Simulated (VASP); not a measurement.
# MnSi (F-43m) in VASP: settings compared, part 2 of 2

VASP 6.6.1. Earlier steps stand in the parts before.

**4. Single point, HSE06, collinear spin, ferromagnetic start**

This run uses another cell than the first one, of 23.13 Å³/atom.

Contents of POSCAR:

```
MnSi
1.0
    0.0000000000      2.8492027833      2.8492027833
    2.8492027833      0.0000000000      2.8492027833
    2.8492027833      2.8492027833      0.0000000000
Mn Si
1 1
Direct
    0.0000000000      0.0000000000      0.0000000000
    0.2500000000      0.2500000000      0.2500000000
```

Contents of INCAR.step1:

```
PREC     = Accurate       # precision mode
ENCUT    = 520            # plane-wave cutoff, eV
EDIFF    = 1E-5           # SCF threshold, eV
ISMEAR   = -1             # smearing method
SIGMA    = 0.05           # smearing width, eV
LREAL    = False          # projectors in reciprocal space
LASPH    = True           # aspherical terms in the spheres
NELM     = 150            # most SCF steps
ALGO     = Normal         # electronic algorithm
ISIF     = 2              # what is computed and relaxed
LWAVE    = True           # write WAVECAR
LCHARG   = False          # write CHGCAR
ISPIN    = 2              # spin polarisation
MAGMOM   = 4 0            # initial moments
LORBIT   = 11             # projections on sites
LMAXMIX  = 4              # l up to which the mixer works
GGA      = PE             # functional
NBANDS   = 20             # bands
```

Contents of INCAR.step2:

```
PREC     = Accurate       # precision mode
ENCUT    = 520            # plane-wave cutoff, eV
EDIFF    = 1E-7           # SCF threshold, eV
ISMEAR   = -1             # smearing method
SIGMA    = 0.05           # smearing width, eV
LREAL    = False          # projectors in reciprocal space
LASPH    = True           # aspherical terms in the spheres
NELM     = 150            # most SCF steps
ALGO     = Normal         # electronic algorithm
ISIF     = 2              # what is computed and relaxed
LWAVE    = False          # write WAVECAR
LCHARG   = False          # write CHGCAR
ISPIN    = 2              # spin polarisation
MAGMOM   = 4 0            # initial moments
LORBIT   = 11             # projections on sites
LMAXMIX  = 4              # l up to which the mixer works
GGA      = PE             # functional
LHFCALC  = True           # exact exchange
HFSCREEN = 0.2079         # screening, 1/A
PRECFOCK = Normal       
ISTART   = 1            
NBANDS   = 20             # bands
```

Contents of KPOINTS:

```
regular mesh
0
Gamma
  5 5 5
```

Potentials or basis: VASP PAW PBE potentials, release 64 (Mn_pv, Si).

Run with:

```sh
$ cat potpaw_PBE.64/Mn_pv/POTCAR potpaw_PBE.64/Si/POTCAR > POTCAR
$ cp INCAR.step1 INCAR
$ mpirun -np 1 vasp_std > vasp.out
$ cp INCAR.step2 INCAR
$ mpirun -np 1 vasp_std > vasp.out
```

OUTCAR:

```text
PREC = Accurate
   ENCUT = 520
   EDIFF = 1E-7
   ISMEAR = -1
   LREAL = False
   LASPH = True
   NELM = 150
   ISIF = 2
   ISPIN = 2
   LORBIT = 11
   GGA = PE
   LHFCALC = True
   HFSCREEN = 0.2079
   PRECFOCK = Normal
   ISTART = 1

 ion  position               nearest neighbor table
   1  0.000  0.000  0.000-   2 2.47   2 2.47   2 2.47   2 2.47
   2  0.250  0.250  0.250-   1 2.47   1 2.47   1 2.47   1 2.47

  LATTYP: Found a face centered cubic cell.
 ALAT       =     5.6984055666

  Lattice vectors:

 A1 = (   0.0000000000,   2.8492027833,   2.8492027833)
 A2 = (   2.8492027833,   0.0000000000,   2.8492027833)
 A3 = (   2.8492027833,   2.8492027833,   0.0000000000)

Analysis of symmetry for initial positions (statically):
=====================================================================
[... 420 lines left out ...]

 k-point     1 :       0.0000    0.0000    0.0000
  band No.  band energies     occupation
      1     -45.1539      1.00000
      2     -45.1539      1.00000
      3     -45.1539      1.00000
      4      -6.7325      1.00000
      5       2.5656      1.00000
      6       2.5656      1.00000
[... 219 lines left out ...]
     19      19.6865      0.00000
     20      20.9030      0.00000

------------------------ aborting loop because EDIFF is reached ----------------------------------------

  FORCE on cell =-STRESS in cart. coord.  units (eV):
  Direction    XX          YY          ZZ          XY          YZ          ZX
  --------------------------------------------------------------------------------------
  -------------------------------------------------------------------------------------
  Total        0.0201525      0.0201525      0.0201525      0.0000000      0.0000000      0.0000000
  in kB        0.6979752      0.6979752      0.6979752      0.0000000      0.0000000      0.0000000
  external PRESSURE =       0.6979752 kB  Pullay stress =       0.0000000 kB

 VOLUME and BASIS-vectors are now :
 -----------------------------------------------------------------------------
  energy-cutoff  :      520.00
  volume of cell :       46.26
      direct lattice vectors                 reciprocal lattice vectors
     0.000000000  2.849202783  2.849202783    -0.175487685  0.175487685  0.175487685
     2.849202783  0.000000000  2.849202783     0.175487685 -0.175487685  0.175487685
     2.849202783  2.849202783  0.000000000     0.175487685  0.175487685 -0.175487685

 POSITION                                       TOTAL-FORCE (eV/Angst)
 -----------------------------------------------------------------------------------
      0.00000      0.00000      0.00000         0.000000      0.000000      0.000000
      1.42460      1.42460      1.42460        -0.000000     -0.000000     -0.000000
 -----------------------------------------------------------------------------------
    total drift:                                0.000006      0.000004     -0.000002

  FREE ENERGIE OF THE ION-ELECTRON SYSTEM (eV)
  ---------------------------------------------------
  free  energy   TOTEN  =       -17.7021950678 eV

  energy  without entropy=      -17.6956063758  energy(sigma->0) =      -17.69890072

 total charge

# of ion       s       p       d       tot
------------------------------------------
    1        0.359   6.196   4.930  11.485
    2        0.833   0.889   0.000   1.723
--------------------------------------------------
tot          1.192   7.085   4.930  13.207

 magnetization (x)

# of ion       s       p       d       tot
------------------------------------------
    1        0.046  -0.045   3.911   3.912
    2       -0.041  -0.434   0.000  -0.475
--------------------------------------------------
tot          0.005  -0.479   3.911   3.437
```

OSZICAR.step1:

```text
N       E                     dE             d eps       ncg     rms          rms(c)
DAV:   1     0.117155973711E+03    0.11716E+03   -0.89553E+03   808   0.797E+02
DAV:   2    -0.100407529360E+02   -0.12720E+03   -0.12004E+03   824   0.237E+02
DAV:   3    -0.146788185414E+02   -0.46381E+01   -0.45937E+01   940   0.500E+01
DAV:   4    -0.147367653567E+02   -0.57947E-01   -0.57928E-01   896   0.561E+00
DAV:   5    -0.147379777091E+02   -0.12124E-02   -0.12123E-02   924   0.824E-01    0.146E+01
DAV:   6    -0.189764030304E+02   -0.42384E+01   -0.21530E+01   880   0.506E+01    0.292E+01
DAV:   7    -0.126586303924E+02    0.63178E+01   -0.13438E+01   884   0.385E+01    0.632E+00
DAV:   8    -0.127940933916E+02   -0.13546E+00   -0.29128E-01   868   0.404E+00    0.321E+00
DAV:   9    -0.128472197820E+02   -0.53126E-01   -0.13580E-01   876   0.301E+00    0.123E+00
DAV:  10    -0.128516333841E+02   -0.44136E-02   -0.19232E-02   924   0.959E-01    0.943E-01
DAV:  11    -0.128570747518E+02   -0.54414E-02   -0.41320E-03   876   0.551E-01    0.396E-01
DAV:  12    -0.128580389535E+02   -0.96420E-03   -0.19000E-03   936   0.392E-01    0.656E-02
DAV:  13    -0.128580563150E+02   -0.17361E-04   -0.22376E-04   904   0.875E-02    0.826E-02
DAV:  14    -0.128580839214E+02   -0.27606E-04   -0.40193E-05   876   0.599E-02    0.353E-02
DAV:  15    -0.128580901538E+02   -0.62324E-05   -0.12704E-05   468   0.309E-02
   1 F= -.12858090E+02 E0= -.12853059E+02  d E =-.100620E-01  mag=     3.0009
```

Wall time 37 min (1 thread of Intel Xeon Platinum 8259CL at 2.50GHz (Skylake/Cascade Lake), shared host); peak memory 0.31 GiB.

What came out:

```
Free energy                                           : -17.7022 eV
Pressure                                              : 0.1 GPa
Band gap on the k mesh                                : zero (filled and empty bands overlap)
Net moment                                            : 3.00 μB per cell
Site moments                                          : Mn +3.91; Si -0.47 μB
Valence electrons inside the program's atomic spheres : Mn 11.48; Si 1.72
```

Caveat: the k points lie up to 0.38 Å⁻¹ apart, too coarse for converged energies and pressures of a metal; the PAW data sets were made with another functional, which shifts forces and pressure a little.

**5. Overview**

| level | cell | share of exact exchange | screening parameter | gap on the mesh (eV) | pressure (GPa) | moment (μB) |
| --- | --- | --- | --- | --- | --- | --- |
| B3LYP | a = 4.048 Å, angles 60.0°, 2 atoms | 0.2 | - | none | 0.1 | 3.00 |
| PBEsol-based global hybrid with 25 % exact exchange | a = 3.976 Å, angles 60.0°, 2 atoms | 0.25 | - | none | 0.0 | 3.00 |
| HSE06 | a = 4.029 Å, angles 60.0°, 2 atoms | 0.25 | 0.2079 1/Å | none | 0.1 | 3.00 |

Alike in all rows: task single point; potentials or basis VASP PAW PBE potentials, release 64 (Mn_pv, Si); spin collinear, ferromagnetic start; k mesh 5 × 5 × 5; cutoff (eV) 520; smearing fermi-dirac 0.05 eV.

Caveats: all runs use coarse meshes; the PAW data sets were made with another functional, which shifts forces and pressure a little.

Total energies depend on the potentials used, so only differences within one code and one set of settings carry meaning.
